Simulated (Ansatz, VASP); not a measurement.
C in VASP and in Ansatz

INCAR

```
SYSTEM = C
PREC = Accurate
ENCUT = 520
EDIFF = 1E-6
ISMEAR = 0
SIGMA = 0.1
LREAL = .False.
LASPH = .True.
NELM = 100
ALGO = Normal
ISIF = 2
LWAVE = .False.
LCHARG = .False.
GGA = PE
NBANDS = 16
```

File KPOINTS:

```
Automatic mesh
0
Gamma
  10 10 10
  0 0 0
```

The input POSCAR:

```
C
1.0
   -1.2637042900      1.2637042900      4.3775999300
    1.2637042900     -1.2637042900      4.3775999300
    1.2637042900      1.2637042900     -4.3775999300
C
4
Direct
    0.0833333400      0.0833333400      0.0000000000
    0.8333333400      0.3333333400      0.5000000000
    0.9166666600      0.9166666600      0.0000000000
    0.6666666600      0.1666666600      0.5000000000
```

Input for Ansatz:

```yaml
crystal:
  lattice:
    - [-1.26370429, 1.26370429, 4.37759993]
    - [1.26370429, -1.26370429, 4.37759993]
    - [1.26370429, 1.26370429, -4.37759993]
  atoms:
    - { symbol: C, position: [0.08333334, 0.08333334, 0.0] }
    - { symbol: C, position: [0.83333334, 0.33333334, 0.5] }
    - { symbol: C, position: [0.91666666, 0.91666666, 0.0] }
    - { symbol: C, position: [0.66666666, 0.16666666, 0.5] }
basis:
  ecutwfc: 420
kpoints:
  mp_grid: { grid: [10, 10, 10] }
hamiltonian:
  xc: pbe
scf:
  occupations: { method: gaussian, width: 0.1 }
  lower_state_search: "off"
output:
  forces: true
  stress: true
  eigenvalues: true
```

Alike in both runs: task single point; functional PBE; k mesh 10 × 10 × 10; occupations gaussian, width 0.1 eV; no spin polarisation.

|  | VASP | Ansatz |
| --- | --- | --- |
| version | VASP 6.6.1 | Ansatz 0.2.0 |
| potentials or method | VASP PAW PBE potentials, release 64 (C), cutoff 520 eV | scalar-relativistic, plane waves, PAW |
| valence electrons in the cell | 16 | 16 |

|  | VASP | Ansatz | Ansatz less VASP |
| --- | --- | --- | --- |
| gap on the k mesh at the Fermi level (eV) | none | none | - |
| pressure (GPa) | -2.5 | -3.1 | -0.56 |
| traceless stress, the component that is largest in VASP (GPa) | -4.75 | -5.03 | -0.277 |
| rms of the force components (eV/Å) | 1.166 | 1.166 | +0.0006 |

Atom by atom the forces differ by 0.001 eV/Å (rms over components). A gap of «none» marks a metal or a gap that the smearing closes. With one functional, cell and mesh, what is left measures potentials, basis and numerics.
